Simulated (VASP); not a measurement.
# Be (Im-3m) in VASP: a series of runs, part 2 of 2

VASP 6.6.1.

## Step 3: Single point, r2SCAN (volume scaled by 1.12)

Contents of POSCAR:

```
Be
1.0
   -1.2990146789      1.2990146789      1.2990146789
    1.2990146789     -1.2990146789      1.2990146789
    1.2990146789      1.2990146789     -1.2990146789
Be
1
Direct
    0.0000000000      0.0000000000      0.0000000000
```

Contents of INCAR.step1:

```
PREC     = Accurate       # precision mode
ENCUT    = 520            # plane-wave cutoff, eV
ISMEAR   = -1             # smearing method
SIGMA    = 0.1            # smearing width, eV
LREAL    = F              # projectors in reciprocal space
LASPH    = T              # aspherical terms in the spheres
NELM     = 60             # most SCF steps
NBANDS   = 7              # bands
GGA      = PE             # functional
ALGO     = Normal         # electronic algorithm
EDIFF    = 1E-4           # SCF threshold, eV
LWAVE    = T              # write WAVECAR
LCHARG   = F              # write CHGCAR
```

Contents of INCAR.step2:

```
PREC     = Accurate       # precision mode
ENCUT    = 520            # plane-wave cutoff, eV
EDIFF    = 1E-7           # SCF threshold, eV
ISMEAR   = -1             # smearing method
SIGMA    = 0.1            # smearing width, eV
LREAL    = F              # projectors in reciprocal space
LASPH    = T              # aspherical terms in the spheres
NELM     = 60             # most SCF steps
ALGO     = Normal         # electronic algorithm
ISIF     = 2              # what is computed and relaxed
LWAVE    = F              # write WAVECAR
LCHARG   = F              # write CHGCAR
METAGGA  = R2SCAN         # meta-GGA
LMIXTAU  = T            
NBANDS   = 7              # bands
ISTART   = 1
```

Contents of KPOINTS:

```
Automatic mesh
0
Gamma
  20 20 20
```

Potentials or basis: VASP PAW PBE potentials, release 64 (Be).

Run with:

```
$ cat potpaw_PBE.64/Be/POTCAR > POTCAR
$ cp INCAR.step1 INCAR
$ mpirun -np 1 vasp_std > vasp.out
$ cp INCAR.step2 INCAR
$ mpirun -np 1 vasp_std > vasp.out
```

OUTCAR:

```text
PREC = Accurate
   ENCUT = 520
   EDIFF = 1E-7
   ISMEAR = -1
   LREAL = F
   LASPH = T
   NELM = 60
   ISIF = 2
   METAGGA = R2SCAN
   ISTART = 1

 ion  position               nearest neighbor table
   1  0.000  0.000  0.000-

  LATTYP: Found a body centered cubic cell.
 ALAT       =     2.5980293578

  Lattice vectors:

 A1 = (  -1.2990146789,   1.2990146789,   1.2990146789)
 A2 = (   1.2990146789,  -1.2990146789,   1.2990146789)
 A3 = (   1.2990146789,   1.2990146789,  -1.2990146789)

Analysis of symmetry for initial positions (statically):
=====================================================================
 Subroutine PRICEL returns:
 Original cell was already a primitive cell.

 Routine SETGRP: Setting up the symmetry group for a
 body centered cubic supercell.

 Subroutine GETGRP returns: Found 48 space group operations
[... 9 lines left out ...]

 Routine SETGRP: Setting up the symmetry group for a
 body centered cubic supercell.

 Subroutine GETGRP returns: Found 48 space group operations
[... 11 lines left out ...]
                                     Primitive cell

  volume of cell :       8.7680

  direct lattice vectors                    reciprocal lattice vectors
    -1.299014679  1.299014679  1.299014679     0.000000000  0.384907121  0.384907121
     1.299014679 -1.299014679  1.299014679     0.384907121  0.000000000  0.384907121
     1.299014679  1.299014679 -1.299014679     0.384907121  0.384907121  0.000000000

  length of vectors
     2.249959424  2.249959424  2.249959424     0.544340871  0.544340871  0.544340871

  position of ions in fractional coordinates (direct lattice)
     0.000000000  0.000000000  0.000000000

  ion indices of the primitive-cell ions
   primitive index   ion index
                 1           1

----------------------------------------------------------------------------------------

 KPOINTS: Automatic mesh

Automatic generation of k-mesh.
 Grid dimensions read from file:
 generate k-points for:   20   20   20

 Generating k-lattice:

  Cartesian coordinates                     Fractional coordinates (reciprocal lattice)
     0.000000000  0.019245356  0.019245356     0.050000000  0.000000000  0.000000000
     0.019245356  0.000000000  0.019245356     0.000000000  0.050000000  0.000000000
     0.019245356  0.019245356  0.000000000     0.000000000  0.000000000  0.050000000

  Length of vectors
     0.027217044  0.027217044  0.027217044

  Shift w.r.t. Gamma in fractional coordinates (k-lattice)
     0.000000000  0.000000000  0.000000000

 Subroutine IBZKPT returns following result:
 ===========================================

 Found    256 irreducible k-points:

 Following reciprocal coordinates:
            Coordinates               Weight
  0.000000  0.000000  0.000000      1.000000
  0.050000  0.000000  0.000000     12.000000
  0.100000  0.000000  0.000000     12.000000
  0.150000  0.000000  0.000000     12.000000
  0.200000  0.000000  0.000000     12.000000
  0.250000  0.000000  0.000000     12.000000
[... 16 lines left out ...]
  0.200000  0.100000  0.000000     48.000000
  0.250000  0.100000  0.000000     48.000000
 [... further k-points ...]
   k-points           NKPTS =    256   k-points in BZ     NKDIM =    256   number of bands    NBANDS=      7
   number of dos      NEDOS =    301   number of ions     NIONS =      1
   total plane-waves  NPLWV =   5832
   dimension x,y,z NGX =    18 NGY =   18 NGZ =   18
   dimension x,y,z NGXF=    36 NGYF=   36 NGZF=   36
   ions per type =               1
   NGX,Y,Z   is equivalent  to a cutoff of  13.30, 13.30, 13.30 a.u.
   NGXF,Y,Z  is equivalent  to a cutoff of  26.60, 26.60, 26.60 a.u.
 SYSTEM =  unknown system
   PREC   = accura    normal or accurate (medium, high low for compatibility)
   ISTART =      1    job   : 0-new  1-cont  2-samecut
   ICHARG =      0    charge: 1-file 2-atom 10-const
   ISPIN  =      1    spin polarized calculation?
   LNONCOLLINEAR =      F non collinear calculations
   LSORBIT =      F    spin-orbit coupling
   LASPH  =      T    aspherical Exc in radial PAW
   ENCUT  =  520.0 eV  38.22 Ry    6.18 a.u.   4.18  4.18  4.18*2*pi/ulx,y,z
   NELM   =     60;   NELMIN=  2; NELMDL=  0     # of ELM steps
   EDIFF  = 0.1E-06   stopping-criterion for ELM
   LREAL  =      F    real-space projection
   EDIFFG = 0.1E-05   stopping-criterion for IOM
   NSW    =      0    number of steps for IOM
   IBRION =     -1    ionic relax: 0-MD 1-quasi-New 2-CG
   NFREE  =      0    steps in history (QN), initial steepest desc. (CG)
   ISIF   =      2    stress and relaxation
   ISYM   =      2    0-nonsym 1-usesym 2-fastsym
   POTIM  = 0.5000    time-step for ionic-motion
   TEBEG  =    0.0;   TEEND  =   0.0 temperature during run
   PSTRESS=    0.0 pullay stress
   NELECT =       2.0000    total number of electrons
   NUPDOWN=      -1.0000    fix difference up-down
   EMIN   =  10.00;   EMAX   =-10.00  energy-range for DOS
   EFERMI =   0.00;   METHOD = LEGACY
   ISMEAR =    -1;   SIGMA  =   0.10  broadening in eV -4-tet -1-fermi 0-gaus
   EFERMI_NEDOS =   21; number of points for ismear=-14 and -15
   IALGO  =     38    algorithm
   IMIX   =      4    mixing-type and parameters
     AMIX     =   0.40;   BMIX     =  1.00
     AMIX_MAG =   1.60;   BMIX_MAG =  1.00
  volume/ion in A,a.u.               =       8.77        59.17
  Fermi-wavevector in a.u.,A,eV,Ry     =   1.000270  1.890237 13.613186  1.000541
  Thomas-Fermi vector in A             =   2.132616
   LORBIT       =      0    0 simple, 1 ext, 2 COOP (PROOUT), +10 PAW based schemes
   METAGGA = R2SCAN    functional components
   LHFCALC =     F    Hartree Fock is set to
   AEXX    =    0.0000 exact exchange contribution
   IVDW    =     0    specifies the selected vdW correction
   LEPSILON=     F    determine dielectric tensor
   LRPA    =     F    only Hartree local field effects (RPA)
 non-spin polarized calculation
  energy-cutoff  :      520.00
  volume of cell :        8.77
 maximum number of plane-waves:       243
 NGX is ok and might be reduce to    18
   NGX =  9   NGY =  9   NGZ =  9

 number of electron       2.0000000 magnetization

 Free energy of the ion-electron system (eV)
  ---------------------------------------------------
  ext. energy  EPLUGINS =         0.00000000
  ---------------------------------------------------
  free energy    TOTEN  =        -4.20811595 eV

  energy without entropy =       -4.20200823  energy(sigma->0) =       -4.20506209

 E-fermi :   7.0931     XC(G=0): -10.9051

 val. band max:        7.0567870402   @ k =   0.3500   0.2500   0.0500
 cond. band min:       7.1422016787   @ k =  -0.4000  -0.4000   0.1500
 fundamental gap:      0.0854146385
 Fermi energy:         7.0931204620

 k-point     1 :       0.0000    0.0000    0.0000
  band No.  band energies     occupation
      1      -5.3293      2.00000
      2      26.4797      0.00000
      3      26.4797      0.00000
      4      26.4797      0.00000
      5      37.2497      0.00000
      6      37.2497      0.00000
      7      37.2497      0.00000

 k-point     2 :       0.0500    0.0000    0.0000
  band No.  band energies     occupation
      1      -5.2383      2.00000
      2      26.0309      0.00000
      3      26.1182      0.00000
      4      26.3762      0.00000
      5      36.1496      0.00000
      6      36.2034      0.00000
      7      37.8356      0.00000

 k-point     3 :       0.1000    0.0000    0.0000
  band No.  band energies     occupation
      1      -4.9652      2.00000
      2      24.6588      0.00000
      3      25.2217      0.00000
      4      26.0731      0.00000
      5      34.1799      0.00000
      6      34.4718      0.00000
      7      38.0297      0.00000
[... 191 lines left out ...]
 k-point    23 :       0.2000    0.1000    0.0000
  band No.  band energies     occupation
      1      -2.7846      2.00000
      2      17.2324      0.00000
      3      20.3678      0.00000
      4      23.1034      0.00000
      5      31.9283      0.00000
      6      32.1994      0.00000
      7      38.3089      0.00000

 k-point    24 :       0.2500    0.1000    0.0000
  band No.  band energies     occupation
      1      -1.7960      2.00000
      2      14.5684      0.00000
      3      19.5276      0.00000
      4      22.3776      0.00000
      5      31.3478      0.00000
      6      32.3521      0.00000
      7      39.0626      0.00000

 [... further k-points ...]
[... 5 lines left out ...]
  --------------------------------------------------------------------------------------
  -------------------------------------------------------------------------------------
  Total       -0.6315258     -0.6315258     -0.6315258      0.0000000      0.0000000     -0.0000000
  in kB     -115.3983349   -115.3983349   -115.3983349      0.0000000      0.0000000     -0.0000000
  external PRESSURE =    -115.3983349 kB  Pullay stress =       0.0000000 kB

 VOLUME and BASIS-vectors are now :
 -----------------------------------------------------------------------------
  energy-cutoff  :      520.00
  volume of cell :        8.77
      direct lattice vectors                 reciprocal lattice vectors
    -1.299014679  1.299014679  1.299014679     0.000000000  0.384907121  0.384907121
     1.299014679 -1.299014679  1.299014679     0.384907121  0.000000000  0.384907121
     1.299014679  1.299014679 -1.299014679     0.384907121  0.384907121  0.000000000

 POSITION                                       TOTAL-FORCE (eV/Angst)
 -----------------------------------------------------------------------------------
      0.00000      0.00000      0.00000        -0.000000     -0.000000      0.000000
 -----------------------------------------------------------------------------------
    total drift:                                0.000000      0.000000     -0.000000

  FREE ENERGIE OF THE ION-ELECTRON SYSTEM (eV)
  ---------------------------------------------------
  free  energy   TOTEN  =        -4.2081159491 eV

  energy  without entropy=       -4.2020082306  energy(sigma->0) =       -4.20506209
```

It took 38 s on 1 thread of Intel Xeon 6975P-C, shared host; peak memory 0.12 GiB.

What came out:

- Free energy: -4.2081 eV
- Pressure: -11.5 GPa
- Band gap on the k mesh: zero (band 1 reaches 11.20 eV, above the bottom of band 2 at 5.92 eV)

Caveat: the PAW data sets were made with another functional, which shifts forces and pressure a little.
